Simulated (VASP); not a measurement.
# LiCl in VASP: notebook

The runs below take LiCl through single point, with r2SCAN, HSE06.

All numbers are computed with VASP 6.6.1; they aren't measurements. Logs are shortened: lines on timing, memory, paths and dates and some standing lists are left out, and cuts for length are marked.

## Step 1: The cell of the first run

It takes space group R-3m (No. 166, trigonal). Conventional cell: a = 3.615 Å, b = 3.615 Å, c = 9.065 Å, α = 90.00°, β = 90.00°, γ = 120.00°. Li (site symmetry -3m) has 6 Cl at 2.58 Å within 3.4 Å. Within 3.4 Å of Cl (site symmetry -3m) lie 6 Li at 2.58 Å.

## Step 2: Single point, r2SCAN (strain along [111] +2.4%)

File POSCAR:

```
LiCl
1.0
    0.0405557869      2.5965927795      2.5965927795
    2.5965927795      0.0405557869      2.5965927795
    2.5965927795      2.5965927795      0.0405557869
Li Cl
1 1
Direct
    0.0000000000      0.0000000000      0.0000000000
    0.5000000000      0.5000000000      0.5000000000
```

File INCAR.step1:

```
PREC = Accurate
ENCUT = 520
ISMEAR = 0
SIGMA = 0.01
LREAL = False
LASPH = True
NELM = 60
NBANDS = 12
GGA = PE
ALGO = Normal
EDIFF = 1E-4
LWAVE = True
LCHARG = False
```

File INCAR.step2:

```
PREC = Accurate
ENCUT = 520
EDIFF = 1E-6
ISMEAR = 0
SIGMA = 0.01
LREAL = False
LASPH = True
NELM = 60
ALGO = Normal
ISIF = 2
LWAVE = False
LCHARG = False
METAGGA = R2SCAN
LMIXTAU = True
NBANDS = 12
ISTART = 1
```

File KPOINTS:

```
regular mesh
0
Gamma
  8 8 8
```

Potentials or basis: VASP PAW PBE potentials, release 64 (Li_sv, Cl).

Command:

```
$ cat potpaw_PBE.64/Li_sv/POTCAR potpaw_PBE.64/Cl/POTCAR > POTCAR
$ cp INCAR.step1 INCAR
$ mpirun -np 1 vasp_std > vasp.out
$ cp INCAR.step2 INCAR
$ mpirun -np 1 vasp_std > vasp.out
```

OUTCAR:

```text
PREC = Accurate
   ENCUT = 520
   EDIFF = 1E-6
   ISMEAR = 0
   LREAL = False
   LASPH = True
   NELM = 60
   ISIF = 2
   METAGGA = R2SCAN
   ISTART = 1

 ion  position               nearest neighbor table
   1  0.000  0.000  0.000-   2 2.58   2 2.58   2 2.58   2 2.58   2 2.58   2 2.58
   2  0.500  0.500  0.500-   1 2.58   1 2.58   1 2.58   1 2.58   1 2.58   1 2.58

  LATTYP: Found a trigonal (rhomboedric) cell.
 ALAT       =     3.6723606709
 COS(alpha) =     0.5155559631

  Lattice vectors:

 A1 = (   0.0405557869,   2.5965927795,   2.5965927795)
 A2 = (   2.5965927795,   0.0405557869,   2.5965927795)
 A3 = (   2.5965927795,   2.5965927795,   0.0405557869)

Analysis of symmetry for initial positions (statically):
=====================================================================
 Subroutine PRICEL returns:
 Original cell was already a primitive cell.

 Routine SETGRP: Setting up the symmetry group for a
 trigonal (rhombohedral) supercell.

 Subroutine GETGRP returns: Found 12 space group operations
 (whereof 12 operations were pure point group operations)
 out of a pool of 12 trial point group operations.

The static configuration has the point symmetry D_3d.

Analysis of symmetry for dynamics (positions and initial velocities):
=====================================================================
 Subroutine PRICEL returns:
 Original cell was already a primitive cell.

 Routine SETGRP: Setting up the symmetry group for a
 trigonal (rhombohedral) supercell.

 Subroutine GETGRP returns: Found 12 space group operations
 (whereof 12 operations were pure point group operations)
 out of a pool of 12 trial point group operations.

The dynamic configuration has the point symmetry D_3d.

 Subroutine INISYM returns: Found 12 space group operations
 (whereof 12 operations are pure point group operations),
 and found     1 'primitive' translations

----------------------------------------------------------------------------------------

                                     Primitive cell

  volume of cell :      34.1937

  direct lattice vectors                    reciprocal lattice vectors
     0.040555787  2.596592779  2.596592779    -0.197131128  0.194099517  0.194099517
     2.596592779  0.040555787  2.596592779     0.194099517 -0.197131128  0.194099517
     2.596592779  2.596592779  0.040555787     0.194099517  0.194099517 -0.197131128

  length of vectors
     3.672360671  3.672360671  3.672360671     0.337949591  0.337949591  0.337949591

  position of ions in fractional coordinates (direct lattice)
     0.000000000  0.000000000  0.000000000
     0.500000000  0.500000000  0.500000000

  ion indices of the primitive-cell ions
   primitive index   ion index
                 1           1
                 2           2

----------------------------------------------------------------------------------------

 KPOINTS: regular mesh

Automatic generation of k-mesh.
 Grid dimensions read from file:
 generate k-points for:    8    8    8

 Generating k-lattice:

  Cartesian coordinates                     Fractional coordinates (reciprocal lattice)
    -0.024641391  0.024262440  0.024262440     0.125000000  0.000000000 -0.000000000
     0.024262440 -0.024641391  0.024262440     0.000000000  0.125000000 -0.000000000
     0.024262440  0.024262440 -0.024641391     0.000000000  0.000000000  0.125000000

  Length of vectors
     0.042243699  0.042243699  0.042243699

  Shift w.r.t. Gamma in fractional coordinates (k-lattice)
     0.000000000  0.000000000  0.000000000

 Subroutine IBZKPT returns following result:
 ===========================================

 Found     65 irreducible k-points:

 Following reciprocal coordinates:
            Coordinates               Weight
  0.000000  0.000000  0.000000      1.000000
  0.125000  0.000000 -0.000000      6.000000
  0.250000  0.000000 -0.000000      6.000000
  0.375000 -0.000000 -0.000000      6.000000
  0.500000  0.000000 -0.000000      3.000000
  0.125000  0.125000 -0.000000      6.000000
[... 16 lines left out ...]
  0.250000  0.125000  0.125000      6.000000
  0.375000  0.125000  0.125000      6.000000
 [... further k-points ...]
   k-points           NKPTS =     65   k-points in BZ     NKDIM =     65   number of bands    NBANDS=     12
   number of dos      NEDOS =    301   number of ions     NIONS =      2
   total plane-waves  NPLWV =  21952
   dimension x,y,z NGX =    28 NGY =   28 NGZ =   28
   dimension x,y,z NGXF=    56 NGYF=   56 NGZF=   56
   ions per type =               1   1
   NGX,Y,Z   is equivalent  to a cutoff of  12.68, 12.68, 12.68 a.u.
   NGXF,Y,Z  is equivalent  to a cutoff of  25.35, 25.35, 25.35 a.u.
 SYSTEM =  unknown system
   PREC   = accura    normal or accurate (medium, high low for compatibility)
   ISTART =      1    job   : 0-new  1-cont  2-samecut
   ICHARG =      0    charge: 1-file 2-atom 10-const
   ISPIN  =      1    spin polarized calculation?
   LNONCOLLINEAR =      F non collinear calculations
   LSORBIT =      F    spin-orbit coupling
   LASPH  =      T    aspherical Exc in radial PAW
   ENCUT  =  520.0 eV  38.22 Ry    6.18 a.u.   6.83  6.83  6.83*2*pi/ulx,y,z
   NELM   =     60;   NELMIN=  2; NELMDL=  0     # of ELM steps
   EDIFF  = 0.1E-05   stopping-criterion for ELM
   LREAL  =      F    real-space projection
   EDIFFG = 0.1E-04   stopping-criterion for IOM
   NSW    =      0    number of steps for IOM
   IBRION =     -1    ionic relax: 0-MD 1-quasi-New 2-CG
   NFREE  =      0    steps in history (QN), initial steepest desc. (CG)
   ISIF   =      2    stress and relaxation
   ISYM   =      2    0-nonsym 1-usesym 2-fastsym
   POTIM  = 0.5000    time-step for ionic-motion
   TEBEG  =    0.0;   TEEND  =   0.0 temperature during run
   PSTRESS=    0.0 pullay stress
   NELECT =      10.0000    total number of electrons
   NUPDOWN=      -1.0000    fix difference up-down
   EMIN   =  10.00;   EMAX   =-10.00  energy-range for DOS
   EFERMI =   0.00;   METHOD = LEGACY
   ISMEAR =     0;   SIGMA  =   0.01  broadening in eV -4-tet -1-fermi 0-gaus
   EFERMI_NEDOS =   21; number of points for ismear=-14 and -15
   IALGO  =     38    algorithm
   IMIX   =      4    mixing-type and parameters
     AMIX     =   0.40;   BMIX     =  1.00
     AMIX_MAG =   1.60;   BMIX_MAG =  1.00
  volume/ion in A,a.u.               =      17.10       115.38
  Fermi-wavevector in a.u.,A,eV,Ry     =   1.086657  2.053485 16.066091  1.180824
  Thomas-Fermi vector in A             =   2.222799
   LORBIT       =      0    0 simple, 1 ext, 2 COOP (PROOUT), +10 PAW based schemes
   METAGGA = R2SCAN    functional components
   LHFCALC =     F    Hartree Fock is set to
   AEXX    =    0.0000 exact exchange contribution
   IVDW    =     0    specifies the selected vdW correction
   LEPSILON=     F    determine dielectric tensor
   LRPA    =     F    only Hartree local field effects (RPA)
 non-spin polarized calculation
 Gauss-broadening in eV      SIGMA  =   0.01
  energy-cutoff  :      520.00
  volume of cell :       34.19
 maximum number of plane-waves:       942
   NGX = 13   NGY = 13   NGZ = 13

 number of electron      10.0000007 magnetization

 Free energy of the ion-electron system (eV)
  ---------------------------------------------------
  ext. energy  EPLUGINS =         0.00000000
  ---------------------------------------------------
  free energy    TOTEN  =       -12.58155350 eV

  energy without entropy =      -12.58155350  energy(sigma->0) =      -12.58155350

 E-fermi :   0.2766     XC(G=0):  -9.1011

 val. band max:        0.1405634483   @ k =   0.0000   0.0000   0.0000
 cond. band min:       7.2985326739   @ k =   0.0000   0.0000   0.0000
 fundamental gap:      7.1579692256
 Fermi energy:         0.2766029137

 k-point     1 :       0.0000    0.0000    0.0000
  band No.  band energies     occupation
      1     -44.7509      2.00000
      2     -13.8461      2.00000
      3      -0.0072      2.00000
      4       0.1406      2.00000
      5       0.1406      2.00000
      6       7.2985      0.00000
      7      12.4930      0.00000
      8      12.8735      0.00000
      9      12.8735      0.00000
     10      15.4413      0.00000
     11      15.4413      0.00000
     12      15.7974      0.00000

 k-point     2 :       0.1250    0.0000   -0.0000
  band No.  band energies     occupation
      1     -44.7505      2.00000
      2     -13.7690      2.00000
      3      -0.3929      2.00000
      4      -0.0275      2.00000
      5       0.0923      2.00000
      6       7.7439      0.00000
      7      12.0510      0.00000
      8      12.5535      0.00000
      9      12.8142      0.00000
     10      13.9294      0.00000
     11      14.0919      0.00000
     12      16.2752      0.00000

 k-point     3 :       0.2500    0.0000   -0.0000
  band No.  band energies     occupation
      1     -44.7496      2.00000
      2     -13.5729      2.00000
      3      -1.4408      2.00000
      4      -0.1207      2.00000
      5      -0.0185      2.00000
      6       8.1104      0.00000
      7      11.4873      0.00000
      8      11.6642      0.00000
      9      11.9622      0.00000
     10      14.6499      0.00000
     11      14.9791      0.00000
     12      16.8096      0.00000
[... 286 lines left out ...]
 k-point    23 :       0.2500    0.1250    0.1250
  band No.  band energies     occupation
      1     -44.7501      2.00000
      2     -13.6612      2.00000
      3      -0.9441      2.00000
      4      -0.3033      2.00000
      5       0.1188      2.00000
      6       8.3392      0.00000
      7      11.2857      0.00000
      8      12.2316      0.00000
      9      12.2938      0.00000
     10      13.5072      0.00000
     11      15.3890      0.00000
     12      16.8147      0.00000

 k-point    24 :       0.3750    0.1250    0.1250
  band No.  band energies     occupation
      1     -44.7492      2.00000
      2     -13.4556      2.00000
      3      -1.7463      2.00000
      4      -0.6393      2.00000
      5       0.0046      2.00000
      6       8.5777      0.00000
      7      11.0309      0.00000
      8      11.2260      0.00000
      9      12.0676      0.00000
     10      14.7072      0.00000
     11      16.7652      0.00000
     12      17.5935      0.00000

 [... further k-points ...]
[... 5 lines left out ...]
  --------------------------------------------------------------------------------------
  -------------------------------------------------------------------------------------
  Total       -0.2812345     -0.2812345     -0.2812345     -0.1019603     -0.1019603     -0.1019603
  in kB      -13.1774874    -13.1774874    -13.1774874     -4.7774414     -4.7774414     -4.7774414
  external PRESSURE =     -13.1774874 kB  Pullay stress =       0.0000000 kB

 VOLUME and BASIS-vectors are now :
 -----------------------------------------------------------------------------
  energy-cutoff  :      520.00
  volume of cell :       34.19
      direct lattice vectors                 reciprocal lattice vectors
     0.040555787  2.596592779  2.596592779    -0.197131128  0.194099517  0.194099517
     2.596592779  0.040555787  2.596592779     0.194099517 -0.197131128  0.194099517
     2.596592779  2.596592779  0.040555787     0.194099517  0.194099517 -0.197131128

 POSITION                                       TOTAL-FORCE (eV/Angst)
 -----------------------------------------------------------------------------------
      0.00000      0.00000      0.00000         0.000000     -0.000000      0.000000
      2.61687      2.61687      2.61687        -0.000000      0.000000     -0.000000
 -----------------------------------------------------------------------------------
    total drift:                                0.000000      0.000000      0.000000

  FREE ENERGIE OF THE ION-ELECTRON SYSTEM (eV)
  ---------------------------------------------------
  free  energy   TOTEN  =       -12.5815535018 eV

  energy  without entropy=      -12.5815535018  energy(sigma->0) =      -12.58155350
```

It took 41 s on 1 thread of Intel Xeon 6975P-C (Granite Rapids), shared host; peak memory 0.16 GiB.

Results:

```yaml
Free_energy: -12.5816 eV
Band_gap_on_the_k_mesh: 7.16 eV, direct
```

Levels at points of the mesh, in eV from the valence-band top:
```csv
k point,band 2,band 3,band 4,band 5,band 6,band 7,band 8,band 9
"(0.00, 0.00, 0.00)",-13.99,-0.15,0.00,0.00,7.16,12.35,12.73,12.73
"(0.50, 0.00, 0.00)",-13.41,-2.83,-0.38,-0.30,7.42,10.11,10.30,14.08
"(0.50, 0.50, 0.00)",-13.18,-2.92,-1.22,-1.08,8.66,8.93,13.38,15.24
"(0.50, 0.50, 0.50)",-13.46,-2.86,-0.24,-0.24,7.60,10.43,10.43,13.81
```

Caveat: the cell differs from its parent crystal (strain along [111] +2.4%); the cutoff is under 1.25 times the usual one of these potentials, so pressure, stress and relaxed cells hold a basis-set (Pulay) error; the PAW data sets were made with another functional, which shifts forces and pressure a little. A k mesh can miss the band edges.

## Step 3: Single point, HSE06 (uniaxial z strain +2.4%)

File POSCAR:

```
LiCl
1.0
    0.0000000000      2.5560369926      2.6181486915
    2.5560369926      0.0000000000      2.6181486915
    2.5560369926      2.5560369926      0.0000000000
Li Cl
1 1
Direct
    0.0000000000      0.0000000000      0.0000000000
    0.5000000000      0.5000000000      0.5000000000
```

File INCAR.step1:

```
SYSTEM = LiCl
PREC = Accurate ; ENCUT = 520
EDIFF = 1E-5 ; ISMEAR = 0
SIGMA = 0.01 ; LREAL = .False.
LASPH = .True. ; NELM = 60
ALGO = Normal ; ISIF = 2
LWAVE = .True. ; LCHARG = .False.
GGA = PE ; NBANDS = 12
```

File INCAR.step2:

```
SYSTEM = LiCl
PREC = Accurate ; ENCUT = 520
EDIFF = 1E-6 ; ISMEAR = 0
SIGMA = 0.01 ; LREAL = .False.
LASPH = .True. ; NELM = 60
ALGO = Normal ; ISIF = 2
LWAVE = .False. ; LCHARG = .False.
GGA = PE ; LHFCALC = .True.
HFSCREEN = 0.2079 ; PRECFOCK = Normal
ISTART = 1 ; NBANDS = 12
```

File KPOINTS:

```
regular mesh
0
Gamma
  6 6 6
  0 0 0
```

Potentials or basis: VASP PAW PBE potentials, release 64 (Li_sv, Cl).

Command:

```
$ cat potpaw_PBE.64/Li_sv/POTCAR potpaw_PBE.64/Cl/POTCAR > POTCAR
$ cp INCAR.step1 INCAR
$ mpirun -np 1 vasp_std > vasp.out
$ cp INCAR.step2 INCAR
$ mpirun -np 1 vasp_std > vasp.out
```

OUTCAR:

```text
SYSTEM = LiCl
   PREC = Accurate
   ENCUT = 520
   EDIFF = 1E-6
   ISMEAR = 0
   LREAL = .False.
   LASPH = .True.
   NELM = 60
   ISIF = 2
   GGA = PE
   LHFCALC = .True.
   HFSCREEN = 0.2079
   PRECFOCK = Normal
   ISTART = 1

 ion  position               nearest neighbor table
   1  0.000  0.000  0.000-   2 2.56   2 2.56   2 2.56   2 2.56   2 2.62   2 2.62
   2  0.500  0.500  0.500-   1 2.56   1 2.56   1 2.56   1 2.56   1 2.62   1 2.62

  LATTYP: Found a body centered tetragonal cell.
 ALAT       =     3.6147821809
 C/A-ratio  =     1.4485789519

  Lattice vectors:

 A1 = (  -2.5560369926,   0.0000000000,   2.6181486915)
 A2 = (   2.5560369926,   0.0000000000,   2.6181486915)
 A3 = (   0.0000000000,   2.5560369926,  -2.6181486915)

Analysis of symmetry for initial positions (statically):
=====================================================================
 Subroutine PRICEL returns:
 Original cell was already a primitive cell.

 Routine SETGRP: Setting up the symmetry group for a
 body centered tetragonal supercell.

 Subroutine GETGRP returns: Found 16 space group operations
[... 177 lines left out ...]
 fundamental gap:      7.6068571652
 Fermi energy:        -0.3771542317

 k-point     1 :       0.0000    0.0000    0.0000
  band No.  band energies     occupation
      1     -46.7811      2.00000
      2     -15.0964      2.00000
      3      -0.5072      2.00000
      4      -0.5072      2.00000
      5      -0.4435      2.00000
      6       7.1634      0.00000
      7      12.8271      0.00000
      8      13.0390      0.00000
      9      13.0390      0.00000
     10      15.3301      0.00000
     11      15.6189      0.00000
     12      15.8224      0.00000
[... 331 lines left out ...]
 k-point    24 :       0.5000   -0.0000    0.3333
  band No.  band energies     occupation
      1     -46.7773      2.00000
      2     -14.2934      2.00000
      3      -3.2128      2.00000
      4      -1.9143      2.00000
      5      -1.4612      2.00000
      6       9.0256      0.00000
      7      10.0719      0.00000
      8      12.3724      0.00000
      9      13.4643      0.00000
     10      15.2244      0.00000
     11      19.2339      0.00000
     12      20.0597      0.00000

 [... further k-points ...]
[... 5 lines left out ...]
  --------------------------------------------------------------------------------------
  -------------------------------------------------------------------------------------
  Total       -0.1147848     -0.1147848     -0.2540143      0.0000000     -0.0000000     -0.0000000
  in kB       -5.3757146     -5.3757146    -11.8962509      0.0000000     -0.0000000     -0.0000000
  external PRESSURE =      -7.5492267 kB  Pullay stress =       0.0000000 kB

 VOLUME and BASIS-vectors are now :
 -----------------------------------------------------------------------------
  energy-cutoff  :      520.00
  volume of cell :       34.21
      direct lattice vectors                 reciprocal lattice vectors
     0.000000000  2.556036993  2.618148692    -0.195615322  0.195615322  0.190974639
     2.556036993  0.000000000  2.618148692     0.195615322 -0.195615322  0.190974639
     2.556036993  2.556036993  0.000000000     0.195615322  0.195615322 -0.190974639

 POSITION                                       TOTAL-FORCE (eV/Angst)
 -----------------------------------------------------------------------------------
      0.00000      0.00000      0.00000         0.000000      0.000000      0.000000
      2.55604      2.55604      2.61815         0.000000      0.000000     -0.000000
 -----------------------------------------------------------------------------------
    total drift:                               -0.000000      0.000000     -0.000001

  FREE ENERGIE OF THE ION-ELECTRON SYSTEM (eV)
  ---------------------------------------------------
  free  energy   TOTEN  =        -8.4565792696 eV

  energy  without entropy=       -8.4565792696  energy(sigma->0) =       -8.45657927
```

OSZICAR.step1:

```text
N       E                     dE             d eps       ncg     rms          rms(c)
DAV:   1     0.422637954011E+02    0.42264E+02   -0.40434E+03   728   0.757E+02
DAV:   2    -0.465150641856E+01   -0.46915E+02   -0.45000E+02   896   0.144E+02
DAV:   3    -0.737103082318E+01   -0.27195E+01   -0.27114E+01   964   0.355E+01
DAV:   4    -0.745031564661E+01   -0.79285E-01   -0.79257E-01  1008   0.613E+00
DAV:   5    -0.745125516924E+01   -0.93952E-03   -0.93949E-03   960   0.599E-01    0.237E+00
DAV:   6    -0.737865089806E+01    0.72604E-01   -0.15866E-01   952   0.185E+00    0.169E+00
DAV:   7    -0.738053393877E+01   -0.18830E-02   -0.49866E-02  1084   0.116E+00    0.921E-01
DAV:   8    -0.738486820784E+01   -0.43343E-02   -0.64944E-03   836   0.558E-01    0.146E-01
DAV:   9    -0.738483805553E+01    0.30152E-04   -0.21191E-04   968   0.101E-01    0.523E-02
DAV:  10    -0.738488751271E+01   -0.49457E-04   -0.12452E-04   840   0.754E-02    0.512E-02
DAV:  11    -0.738489598031E+01   -0.84676E-05   -0.14021E-05   784   0.244E-02
   1 F= -.73848960E+01 E0= -.73848960E+01  d E =0.000000E+00
```

Wall time 8.5 min (1 thread of Intel Xeon 6975P-C (Granite Rapids), shared host); peak memory 0.27 GiB.

What came out:

| Item | Value |
| --- | --- |
| Free energy | -8.4566 eV |
| Band gap on the k mesh | 7.61 eV, direct |

Caveat: the cell differs from its parent crystal (uniaxial z strain +2.4%); the cutoff is under 1.25 times the usual one of these potentials, so pressure, stress and relaxed cells hold a basis-set (Pulay) error; the PAW data sets were made with another functional, which shifts forces and pressure a little. A k mesh can miss the band edges.
